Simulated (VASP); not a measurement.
Crystal: Si.

```
Si
1.0
     0.00000    2.72185    2.72185
     2.72185    0.00000    2.72185
     2.72185    2.72185    0.00000
Si
2
Direct
  0.50000 0.50000 0.50000
  0.75000 0.75000 0.75000
```

* Program: VASP 6.6.1
* Task: relaxation of cell and atoms
* Functional: BLYP
* Potentials or basis: VASP PAW PBE potentials, release 64 (Si)
* Cutoff: 600 eV
* k mesh: 8 × 8 × 8
* Occupations: fermi-dirac, width 0.05 eV
* Spin: no spin polarisation

At the start: pressure 4.4 GPa; volume 20.16 Å³/atom.

**Question.** Where does the relaxation end?

**Answer.** Over 3 steps the energy falls by 13.6 meV/atom and the volume is 21.20 Å³/atom (+5.2 %); space group Fd-3m (No. 227, to 0.05 Å).

The path:
| step | energy change (eV) | largest force (eV/Å) | pressure (GPa) | volume (Å³) |
| --- | --- | --- | --- | --- |
| 1 | 0.0000 | 0.0000 | 4.40 | 40.33 |
| 2 | -0.0188 | 0.0000 | -2.11 | 43.65 |
| 3 | -0.0273 | 0.0000 | 0.00 | 42.41 |

Final structure:
```
Si
1.0
     0.00000    2.76785    2.76785
     2.76785    0.00000    2.76785
     2.76785    2.76785    0.00000
Si
2
Direct
  0.50000 0.50000 0.50000
  0.75000 0.75000 0.75000
```

Caveat: the PAW data sets were made with another functional, which shifts forces and pressure a little.
